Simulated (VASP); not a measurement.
Here is a VASP 6.6.1 calculation.

File INCAR:

```
PREC = Accurate
ENCUT = 600
EDIFF = 1E-7
ISMEAR = 0
SIGMA = 0.1
LREAL = False
LASPH = True
NELM = 60
ALGO = Fast
ISIF = 3
LWAVE = False
LCHARG = False
GGA = PE
IBRION = 2
NSW = 90
EDIFFG = -0.04
```

File KPOINTS:

```
Automatic mesh
0
Gamma
  4 4 4
```

File POSCAR:

```
Na3Sc
1.0
    4.2849415585      0.0000000000      0.0000000000
    0.0000000000      4.2849415585      0.0000000000
    0.0000000000      0.0000000000      4.2408983399
Na Sc
3 1
Direct
    0.0000000000      0.5000000000      0.5000000000
    0.5000000000      0.0000000000      0.5000000000
    0.5000000000      0.5000000000      0.0000000000
    0.0000000000      0.0000000000      0.0000000000
```

Potentials or basis: VASP PAW PBE potentials, release 64 (Na_pv, Sc_sv).

Command:

```bash
$ cat potpaw_PBE.64/Na_pv/POTCAR potpaw_PBE.64/Sc_sv/POTCAR > POTCAR
$ mpirun -np 1 vasp_std > vasp.out
```

Problem. Predict the relaxed cell.

Solution. a = 5.019 Å, b = 5.019 Å, c = 4.969 Å, α = 90.00°, β = 90.00°, γ = 90.00°.

Problem. Predict the relaxed volume.

Solution. 31.29 Å³/atom.

Step by step:
```csv
step,energy change (eV),largest force (eV/Å),pressure (GPa),volume (Å³)
1,0.0000,0.0000,17.53,77.87
2,-1.5072,0.0000,4.08,104.43
3,-1.7217,0.0000,1.16,118.24
4,-1.7495,0.0000,0.17,125.16
```

Caveat: the k points lie up to 0.32 Å⁻¹ apart in the final cell, too coarse for converged energies and pressures of a metal; the volume moved by over 15 % at a fixed basis, so the end points are rough.
